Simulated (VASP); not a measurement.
# TiO2 in VASP: a series of runs

The runs below take TiO2 through single point, with PBE.

All numbers are computed with VASP 6.6.1; they aren't measurements. Logs are shortened: lines on timing, memory, paths and dates and some standing lists are left out, and cuts for length are marked.

### 1 The cell of the first run

The structure is tetragonal, space group I4_1/amd (No. 141). Conventional cell: a = 3.800 Å, b = 3.800 Å, c = 9.696 Å, α = 90.00°, β = 90.00°, γ = 90.00°. Within 2.6 Å of Ti (site symmetry -4m2) lie 6 O at 1.95 to 2.00 Å. Within 2.6 Å of O (site symmetry 2mm) lie 3 Ti at 1.95 to 2.00 Å and 2 O at 2.47 Å. Within 2.6 Å of O (site symmetry 2mm) lie 3 Ti at 1.95 to 2.00 Å and 2 O at 2.47 Å.

### 2 Single point, PBE

Input file INCAR:

```
SYSTEM = TiO2
ALGO = Normal
EDIFF = 1E-7
ENCUT = 520
GGA = PE
ISIF = 2
ISMEAR = 0
LASPH = .True.
LCHARG = .True.
LELF = .True.
LREAL = .False.
LVHAR = .True.
LWAVE = .False.
NBANDS = 60
NELM = 80
PREC = Accurate
SIGMA = 0.1
```

Input file KPOINTS:

```
k-points
0
Gamma
  4 4 2
  0 0 0
```

Input file POSCAR:

```
TiO2
1.0
    0.0000000000      3.7996107659      0.0000000000
   -1.8998053829     -1.8998053829      4.8479185338
    7.5992215318      0.0000000000      0.0000000000
Ti O
4 8
Direct
    0.0000000000      0.0000000000      0.0000000000
    0.0000000000      0.0000000000      0.5000000000
    0.7500000000      0.5000000000      0.1250000000
    0.7500000000      0.5000000000      0.6250000000
    0.2065089473      0.4130178946      0.1032544736
    0.2065089473      0.4130178946      0.6032544736
    0.9565089473      0.9130178946      0.2282544736
    0.9565089473      0.9130178946      0.7282544736
    0.5434910527      0.0869821054      0.0217455264
    0.5434910527      0.0869821054      0.5217455264
    0.7934910527      0.5869821054      0.3967455264
    0.7934910527      0.5869821054      0.8967455264
```

Potentials or basis: VASP PAW PBE potentials, release 64 (Ti_sv, O).

Launch:

```console
$ cat potpaw_PBE.64/Ti_sv/POTCAR potpaw_PBE.64/O/POTCAR > POTCAR
$ mpirun -np 1 vasp_std > vasp.out
```

OUTCAR:

```text
SYSTEM = TiO2
   EDIFF = 1E-7
   ENCUT = 520
   GGA = PE
   ISIF = 2
   ISMEAR = 0
   LASPH = .True.
   LREAL = .False.
   NELM = 80
   PREC = Accurate

 ion  position               nearest neighbor table
   1  0.000  0.000  0.000-   7 1.95   9 1.95   9 1.95   8 1.95   5 2.00  12 2.00
   2  0.000  0.000  0.500-   8 1.95  10 1.95  10 1.95   7 1.95   6 2.00  11 2.00
   3  0.750  0.500  0.125-  12 1.95   5 1.95   5 1.95  11 1.95   9 2.00   7 2.00
   4  0.750  0.500  0.625-  11 1.95   6 1.95   6 1.95  12 1.95  10 2.00   8 2.00
   5  0.207  0.413  0.103-   3 1.95   3 1.95   1 2.00
   6  0.207  0.413  0.603-   4 1.95   4 1.95   2 2.00
   7  0.957  0.913  0.228-   1 1.95   2 1.95   3 2.00
   8  0.957  0.913  0.728-   2 1.95   1 1.95   4 2.00
   9  0.543  0.087  0.022-   1 1.95   1 1.95   3 2.00
  10  0.543  0.087  0.522-   2 1.95   2 1.95   4 2.00
  11  0.793  0.587  0.397-   4 1.95   3 1.95   2 2.00
  12  0.793  0.587  0.897-   3 1.95   4 1.95   1 2.00

  LATTYP: Found a base centered monoclinic cell.
 ALAT       =    10.4137552503
 B/A-ratio  =     0.3648646117
 C/A-ratio  =     0.7297292234
 COS(beta)  =    -0.3648646117

  Lattice vectors:

 A1 = (  -1.8998053829,   1.8998053830,   4.8479185338)
 A2 = (  -1.8998053829,  -1.8998053829,   4.8479185338)
 A3 = (   7.5992215318,   0.0000000000,   0.0000000000)

Analysis of symmetry for initial positions (statically):
=====================================================================
 Subroutine PRICEL returns following result:

  LATTYP: Found a body centered tetragonal cell.
 ALAT       =     3.7996107659
 C/A-ratio  =     2.5517974511

  Lattice vectors:

 A1 = (  -1.8998053829,   1.8998053830,   4.8479185338)
 A2 = (   1.8998053830,  -1.8998053829,   4.8479185338)
 A3 = (   1.8998053829,   1.8998053829,  -4.8479185338)

   2 primitive cells build up your supercell.

 Routine SETGRP: Setting up the symmetry group for a
 base centered monoclinic supercell.

 Subroutine GETGRP returns: Found  4 space group operations
 (whereof  2 operations were pure point group operations)
 out of a pool of  4 trial point group operations.

The static configuration has the point symmetry C_1h.
 The point group associated with its full space group is C_2h.

Analysis of symmetry for dynamics (positions and initial velocities):
[... 147 lines left out ...]
   POTIM  = 0.5000    time-step for ionic-motion
   TEBEG  =    0.0;   TEEND  =   0.0 temperature during run
   PSTRESS=    0.0 pullay stress
   NELECT =      96.0000    total number of electrons
   NUPDOWN=      -1.0000    fix difference up-down
   EMIN   =  10.00;   EMAX   =-10.00  energy-range for DOS
   EFERMI =   0.00;   METHOD = LEGACY
   ISMEAR =     0;   SIGMA  =   0.10  broadening in eV -4-tet -1-fermi 0-gaus
   EFERMI_NEDOS =   21; number of points for ismear=-14 and -15
   IALGO  =     38    algorithm
   IMIX   =      4    mixing-type and parameters
     AMIX     =   0.40;   BMIX     =  1.00
     AMIX_MAG =   1.60;   BMIX_MAG =  1.00
  volume/ion in A,a.u.               =      11.66        78.72
  Fermi-wavevector in a.u.,A,eV,Ry     =   1.443701  2.728200 28.358269  2.084274
  Thomas-Fermi vector in A             =   2.562079
   LORBIT       =      0    0 simple, 1 ext, 2 COOP (PROOUT), +10 PAW based schemes
   GGA     = PE    functional components
   LHFCALC =     F    Hartree Fock is set to
   AEXX    =    0.0000 exact exchange contribution
   IVDW    =     0    specifies the selected vdW correction
   LEPSILON=     F    determine dielectric tensor
   LRPA    =     F    only Hartree local field effects (RPA)
 non-spin polarized calculation
 Gauss-broadening in eV      SIGMA  =   0.10
  energy-cutoff  :      520.00
  volume of cell :      139.98
 maximum number of plane-waves:      3786
   NGX = 15   NGY = 21   NGZ = 29

 number of electron      95.9999978 magnetization

 Free energy of the ion-electron system (eV)
  ---------------------------------------------------
  ext. energy  EPLUGINS =         0.00000000
  ---------------------------------------------------
  free energy    TOTEN  =      -107.71785378 eV

  energy without entropy =     -107.71785378  energy(sigma->0) =     -107.71785378

 E-fermi :   3.5942     XC(G=0): -10.5926

 val. band max:        3.0999328515   @ k =   0.5000   0.0000   0.0000
 cond. band min:       5.2510101482   @ k =   0.0000   0.0000   0.0000
 fundamental gap:      2.1510772967
 Fermi energy:         3.5942499452

 k-point     1 :       0.0000    0.0000    0.0000
  band No.  band energies     occupation
      1     -53.3166      2.00000
      2     -53.3017      2.00000
      3     -53.2762      2.00000
      4     -53.2654      2.00000
      5     -29.7443      2.00000
      6     -29.7162      2.00000
[... 871 lines left out ...]
     59       7.5041      0.00000
     60       7.5041      0.00000

------------------------ aborting loop because EDIFF is reached ----------------------------------------

  FORCE on cell =-STRESS in cart. coord.  units (eV):
  Direction    XX          YY          ZZ          XY          YZ          ZX
  --------------------------------------------------------------------------------------
  -------------------------------------------------------------------------------------
  Total        0.5478833      0.5474540      0.6459919      0.0000000      0.0000000      0.0005570
  in kB        6.2709762      6.2660624      7.3939095      0.0000000      0.0000000      0.0063750
  external PRESSURE =       6.6436494 kB  Pullay stress =       0.0000000 kB

 VOLUME and BASIS-vectors are now :
 -----------------------------------------------------------------------------
  energy-cutoff  :      520.00
  volume of cell :      139.98
      direct lattice vectors                 reciprocal lattice vectors
     0.000000000  3.799610766  0.000000000     0.000000000  0.263184853  0.103137047
    -1.899805383 -1.899805383  4.847918534     0.000000000  0.000000000  0.206274093
     7.599221532  0.000000000  0.000000000     0.131592426  0.000000000  0.051568523

 POSITION                                       TOTAL-FORCE (eV/Angst)
 -----------------------------------------------------------------------------------
      0.00000      0.00000      0.00000         0.000022     -0.000000     -0.000019
      3.79961      0.00000      0.00000         0.000022     -0.000000     -0.000019
      0.00000      1.89981      2.42396        -0.000022      0.000000      0.000019
      3.79961      1.89981      2.42396        -0.000022      0.000000      0.000019
     -0.00000      0.00000      2.00228        -0.000186      0.000000      0.024207
      3.79961      0.00000      2.00228        -0.000186      0.000000      0.024207
     -0.00000      1.89981      4.42624        -0.000240      0.000000      0.024171
      3.79961      1.89981      4.42624        -0.000240      0.000000      0.024171
      0.00000      1.89981      0.42168         0.000186     -0.000000     -0.024207
      3.79961      1.89981      0.42168         0.000186     -0.000000     -0.024207
      1.89981      1.89981      2.84564         0.000240     -0.000000     -0.024171
      5.69942      1.89981      2.84564         0.000240     -0.000000     -0.024171
 -----------------------------------------------------------------------------------
    total drift:                               -0.000000      0.000000      0.000000

  FREE ENERGIE OF THE ION-ELECTRON SYSTEM (eV)
  ---------------------------------------------------
  free  energy   TOTEN  =      -107.7178537810 eV

  energy  without entropy=     -107.7178537810  energy(sigma->0) =     -107.71785378
```

stdout:

```text
POSCAR found type information on POSCAR TiO
 POSCAR found :  2 types and      12 ions
 scaLAPACK will be used
 LDA part: xc-table for (Slater+PW92), standard interpolation
 -----------------------------------------------------------------------------
|                                                                             |
|           W    W    AA    RRRRR   N    N  II  N    N   GGGG   !!!           |
|           W    W   A  A   R    R  NN   N  II  NN   N  G    G  !!!           |
|           W    W  A    A  R    R  N N  N  II  N N  N  G       !!!           |
|           W WW W  AAAAAA  RRRRR   N  N N  II  N  N N  G  GGG   !            |
|           WW  WW  A    A  R   R   N   NN  II  N   NN  G    G                |
|           W    W  A    A  R    R  N    N  II  N    N   GGGG   !!!           |
|                                                                             |
|     Your reciprocal lattice and k-lattice belong to different lattice       |
|     classes:                                                                |
|                                                                             |
|        The reciprocal lattice is base-centered monoclinic,                  |
|        whereas your k-lattice is body-centered tetragonal.                  |
|                                                                             |
|     Results are often still useful ...                                      |
|                                                                             |
 -----------------------------------------------------------------------------

 POSCAR, INCAR and KPOINTS ok, starting setup
 FFT: planning ... GRIDC
 FFT: planning ... GRID_SOFT
 FFT: planning ... GRID
 WAVECAR not read
 entering main loop
```

Wall time 1.8 min (1 thread of Intel Xeon Platinum 8488C (Sapphire Rapids), shared host); peak memory 0.28 GiB.

What came out:

```
Free energy            : -107.7179 eV
Pressure               : 0.7 GPa
Largest force          : 0.024 eV/Å
Band gap on the k mesh : 2.15 eV
```

Forces on the atoms (eV/Å):
```
Ti   0.000  0.000  0.000
Ti   0.000  0.000  0.000
Ti   0.000  0.000  0.000
Ti   0.000  0.000  0.000
O    0.000  0.000  0.024
O    0.000  0.000  0.024
O    0.000  0.000  0.024
O    0.000  0.000  0.024
O    0.000  0.000 -0.024
O    0.000  0.000 -0.024
O    0.000  0.000 -0.024
O    0.000  0.000 -0.024
```

Levels at points of the mesh, in eV from the valence-band top:
```csv
k point,band 46,band 47,band 48,band 49,band 50,band 51
"(0.00, 0.00, 0.00)",-0.59,-0.37,-0.37,2.15,2.82,3.23
"(0.50, 0.00, 0.00)",-0.59,0.00,0.00,3.23,3.26,3.26
"(0.00, 0.50, 0.00)",-0.59,-0.05,-0.05,2.47,2.47,3.23
"(0.00, 0.00, 0.50)",-0.71,-0.43,-0.43,2.95,2.95,3.22
"(0.50, 0.00, 0.50)",-0.51,-0.21,-0.21,3.09,3.09,3.21
"(0.00, 0.50, 0.50)",-0.58,-0.55,-0.55,2.83,2.83,3.35
```

Caveat: the k points lie up to 0.44 Å⁻¹ apart.

### 3 Single point, PBE

Input file INCAR:

```
SYSTEM = TiO2
PREC = Accurate ; ENCUT = 520
EDIFF = 1E-6 ; ISMEAR = 0
SIGMA = 0.1 ; LREAL = .FALSE.
LASPH = .TRUE. ; NELM = 60
ALGO = Normal ; ISIF = 2
LWAVE = .FALSE. ; LCHARG = .FALSE.
GGA = PE ; NBANDS = 60
```

Input file KPOINTS:

```
regular mesh
0
G
  4 4 2
  0 0 0
```

Input file POSCAR:

```
TiO2
1.0
    0.0006611446      3.7997965321     -0.0000738420
   -1.9006689422     -1.9003119274      4.8484419386
    7.5976194465      0.0012966321     -0.0014299262
Ti O
4 8
Direct
   -0.0000955975      0.0000457244      0.0001097517
   -0.0000112844      0.0000752476      0.5001108607
    0.7501866589      0.4999455943      0.1249120513
    0.7500272496      0.4999623531      0.6249096875
    0.2065163057      0.4130662016      0.1031637793
    0.2065283172      0.4130853747      0.6031542399
    0.9565682702      0.9130828247      0.2283070093
    0.9565382206      0.9130947498      0.7283026743
    0.5434381715      0.0869044030      0.0218343161
    0.5434570636      0.0869302884      0.5218279062
    0.7934382958      0.5869114630      0.3966826078
    0.7934083286      0.5868957755      0.8966851158
```

Potentials or basis: VASP PAW PBE potentials, release 64 (Ti_sv, O).

Launch:

```console
$ cat potpaw_PBE.64/Ti_sv/POTCAR potpaw_PBE.64/O/POTCAR > POTCAR
$ mpirun -np 1 vasp_std > vasp.out
```

Run time: 2.2 min. Hardware: 1 thread of Intel Xeon Platinum 8488C (Sapphire Rapids), shared host; peak memory 0.31 GiB.

It converged, with:

| Property | Result |
| --- | --- |
| Free energy | -107.7178 eV |
| Pressure | 0.7 GPa |
| Largest force | 0.019 eV/Å |
| Band gap on the k mesh | 2.15 eV |

Forces on the atoms (eV/Å):
```
Ti  -0.001  0.001  0.000
Ti  -0.001  0.000 -0.001
Ti   0.001 -0.002 -0.001
Ti   0.000  0.000  0.000
O    0.000  0.002  0.019
O    0.000  0.001  0.019
O    0.000  0.000  0.019
O    0.001  0.000  0.019
O    0.000 -0.001 -0.019
O    0.000 -0.001 -0.019
O    0.001  0.000 -0.019
O    0.000  0.000 -0.018
```

Levels at points of the mesh, in eV from the valence-band top:
```tsv
k point	band 44	band 45	band 46	band 47	band 48	band 49	band 50	band 51	band 52	band 53
(0.00, 0.00, 0.00)	-0.75	-0.74	-0.59	-0.37	-0.37	2.15	2.82	3.22	3.50	3.55
(0.50, 0.00, 0.00)	-0.83	-0.80	-0.59	0.00	0.00	3.22	3.25	3.26	3.50	3.55
(0.00, 0.50, 0.00)	-0.83	-0.80	-0.59	-0.05	-0.05	2.47	2.47	3.22	3.50	3.55
(0.50, 0.50, 0.00)	-0.83	-0.80	-0.59	0.00	0.00	3.23	3.25	3.26	3.50	3.55
(0.00, 0.00, 0.50)	-0.75	-0.72	-0.72	-0.43	-0.43	2.95	2.95	3.22	3.22	3.29
(0.50, 0.00, 0.50)	-0.89	-0.51	-0.51	-0.21	-0.21	3.09	3.09	3.21	3.21	3.54
(0.00, 0.50, 0.50)	-0.60	-0.58	-0.58	-0.55	-0.55	2.83	2.83	3.35	3.35	3.36
(0.50, 0.50, 0.50)	-0.90	-0.51	-0.51	-0.21	-0.21	3.08	3.08	3.21	3.21	3.54
```

Caveat: the k points lie up to 0.44 Å⁻¹ apart.

(Part 1 of 2 ends here.)
